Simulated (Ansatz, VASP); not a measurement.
# MgI2 in VASP and in Ansatz

File INCAR:

```
SYSTEM = MgI2
PREC = Accurate
ENCUT = 520
EDIFF = 1E-7
ISMEAR = 0
SIGMA = 0.05
LREAL = .False.
LASPH = .True.
NELM = 100
ALGO = Normal
ISIF = 2
LWAVE = .False.
LCHARG = .False.
GGA = CA
NBANDS = 15
```

Contents of KPOINTS:

```
regular mesh
0
Gamma
  6 6 4
  0 0 0
```

POSCAR

```
MgI2
1.0
    4.1834320243      0.0000000000      0.0000000000
   -2.0917160121      3.6229584080      0.0000000000
    0.0000000000      0.0000000000      6.8623682698
Mg I
1 2
Direct
    0.0000000000      0.0000000000      0.0000000000
    0.3333333333      0.6666666667      0.7747750392
    0.6666666667      0.3333333333      0.2252249608
```

Input for Ansatz:

```yaml
crystal:
  lattice:
    - [4.1834320243, 0.0, 0.0]
    - [-2.0917160121, 3.622958408, 0.0]
    - [0.0, 0.0, 6.8623682698]
  atoms:
    - { symbol: Mg, position: [0.0, 0.0, 0.0] }
    - { symbol: I, position: [0.3333333333, 0.6666666667, 0.7747750392] }
    - { symbol: I, position: [0.6666666667, 0.3333333333, 0.2252249608] }
basis:
  ecutwfc: 520.0
kpoints:
  mp_grid: { grid: [6, 6, 4] }
hamiltonian:
  xc: lda
scf:
  occupations: { method: gaussian, width: 0.05 }
output:
  forces: true
  stress: true
  eigenvalues: true
```

Alike in both runs: task single point; functional LDA; k mesh 6 × 6 × 4; occupations gaussian, width 0.05 eV; no spin polarisation.

|  | VASP | Ansatz |
| --- | --- | --- |
| version | VASP 6.6.1 | Ansatz 0.2.0 |
| potentials or method | VASP PAW LDA potentials, release 64 (Mg, I), cutoff 520 eV | scalar-relativistic, plane waves, PAW |
| valence electrons in the cell | 16 | 44 |

|  | VASP | Ansatz | Ansatz less VASP |
| --- | --- | --- | --- |
| gap on the k mesh at the Fermi level (eV) | 3.31 | 3.33 | +0.018 |
| least direct gap on the mesh (eV) | 3.46 | 3.45 | -0.010 |
| pressure (GPa) | 0.0 | 0.1 | +0.08 |
| traceless stress, the component that is largest in VASP (GPa) | 1.26 | 1.23 | -0.029 |
| rms of the force components (eV/Å) | 0.200 | 0.204 | +0.0041 |

LDA's correlation is that of Perdew and Zunger in VASP and of Perdew and Wang (1992) in Ansatz. Atom by atom the forces differ by 0.004 eV/Å (rms over components). VASP's potentials hold 16 valence electrons a cell and Ansatz's 44, so a difference there can come from the potentials and not from the codes.

Spin-orbit coupling is off throughout.
